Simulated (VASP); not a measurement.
A run of VASP 6.6.1:

The input INCAR:

```
ALGO     = Normal         # electronic algorithm
EDIFF    = 1E-6           # SCF threshold, eV
ENCUT    = 600            # plane-wave cutoff, eV
GGA      = CA             # functional
GGA_COMPAT= F            
ISIF     = 2              # what is computed and relaxed
ISMEAR   = 0              # smearing method
LASPH    = T              # aspherical terms in the spheres
LCHARG   = T              # write CHGCAR
LELF     = T              # ELF
LREAL    = F              # projectors in reciprocal space
LVHAR    = T            
LWAVE    = F              # write WAVECAR
NBANDS   = 11             # bands
NELM     = 120            # most SCF steps
PREC     = Accurate       # precision mode
SIGMA    = 0.02           # smearing width, eV
```

The input KPOINTS:

```
k-points
0
Gamma
  16 16 16
```

File POSCAR:

```
SiC
1.0
    0.0000000000      1.8833475917      1.8833475917
    1.8833475917      0.0000000000      1.8833475917
    1.8833475917      1.8833475917      0.0000000000
C Si
1 1
Direct
    0.0000000000      0.0000000000      0.0000000000
    0.5000000000      0.5000000000      0.5000000000
```

Potentials or basis: VASP PAW LDA potentials, release 64 (C, Si).

Launch:

```sh
$ cat potpaw_LDA.64/C/POTCAR potpaw_LDA.64/Si/POTCAR > POTCAR
$ mpirun -np 1 vasp_std > vasp.out
```

Hardware: 1 thread of Intel(R) Xeon(R) Platinum 8488C (Sapphire Rapids), on a shared host.

Question: How long does it take, and how much memory?

Answer: Wall time 13 s on 1 thread of Intel(R) Xeon(R) Platinum 8488C (Sapphire Rapids) (shared host), peak memory 0.14 GiB. Counts: scf iterations 11, k points 145.
